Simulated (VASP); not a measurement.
C, 2 atoms in the cell. The typed cell holds 2 atoms: a = 3.967 Å, b = 3.566 Å, c = 2.456 Å, α = 80.09°, β = 62.33°, γ = 37.59°.  This cell differs from its parent crystal: atom 1 (C) moved by (+0.300, -0.600) A along [1 1 0] and z.

| Item | Value |
| --- | --- |
| Program | VASP 6.6.1 |
| Task | single point |
| Functional | r2SCAN |
| Potentials or basis | VASP PAW PBE potentials, release 64 (C) |
| Cutoff | 520 eV |
| k mesh | 14 × 14 × 14 |
| Occupations | gaussian, width 0.05 eV |
| Spin | no spin polarisation |
| Dipole correction | no |
| Further INCAR settings | ALGO = Normal; EDIFF = 1e-06; NBANDS = 11 |

Potentials or basis: VASP PAW PBE potentials, release 64 (C).

Run with:

```sh
$ cat potpaw_PBE.64/C/POTCAR > POTCAR
$ cp INCAR.step1 INCAR
$ mpirun -np 1 vasp_std > vasp.out
$ cp INCAR.step2 INCAR
$ mpirun -np 1 vasp_std > vasp.out
```

Hardware: 1 thread of Oxide Virtual Turin-like Processor, with other jobs on the host.

Q: Estimate the wall time of this run.

A: Run time: 23 min on 1 thread of Oxide Virtual Turin-like Processor (shared host), peak memory 0.28 GiB. Counts: k points 1376.
